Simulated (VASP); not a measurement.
## HgS2: single point with PBE

HgS2:

```xyz
3
Lattice="-1.8759 1.8759 4.6019 1.8759 -1.8759 4.6019 1.8759 1.8759 -4.6019" Properties=species:S:1:pos:R:3 pbc="T T T"
Hg    0.0000    0.0000    0.0000
S     0.0000    0.0000    6.1205
S     0.0000    0.0000    3.0833
```

```json
{
 "Program": "VASP 6.6.1",
 "Task": "single point",
 "Functional": "PBE",
 "Potentials or basis": "VASP PAW PBE potentials, release 64 (Hg, S)",
 "Cutoff": "520 eV",
 "k mesh": "6 × 6 × 6",
 "Occupations": "gaussian, width 0.1 eV",
 "Spin": "no spin polarisation"
}
```

The pressure is -5.3 GPa and the largest force is 0.633 eV/Å. The band gap on the k mesh is zero (band 12 reaches 4.11 eV, above the bottom of band 13 at 2.92 eV).

Forces in eV/Å, atoms in the order of the input:
```
Hg   0.000  0.000  0.000
S    0.000  0.000 -0.633
S    0.000  0.000  0.633
```

Stress tensor (GPa, compression positive):
```
-3.39  0.00  0.00
 0.00 -3.39  0.00
 0.00  0.00 -9.10
```

Levels at points of the mesh, in eV from the Fermi level:
| k point | band 10 | band 11 | band 12 | band 13 | band 14 | band 15 |
| --- | --- | --- | --- | --- | --- | --- |
| (0.00, 0.00, 0.00) | -1.51 | -1.31 | -0.87 | -0.46 | -0.46 | 6.28 |
| (0.50, 0.00, 0.00) | -1.13 | -0.71 | -0.67 | 0.40 | 1.46 | 4.78 |
| (0.50, 0.50, 0.00) | -2.83 | -2.20 | -1.02 | -0.26 | 0.25 | 4.52 |
| (0.50, 0.50, 0.50) | -2.51 | -0.95 | 0.70 | 0.70 | 1.88 | 6.04 |

It took 36 s on 1 thread of Intel(R) Xeon(R) Platinum 8488C (Sapphire Rapids), with other jobs on the host, peak memory 0.24 GiB.

Caveat: the k points lie up to 0.39 Å⁻¹ apart; spin-orbit coupling is left out, which moves the levels of the heavy elements.
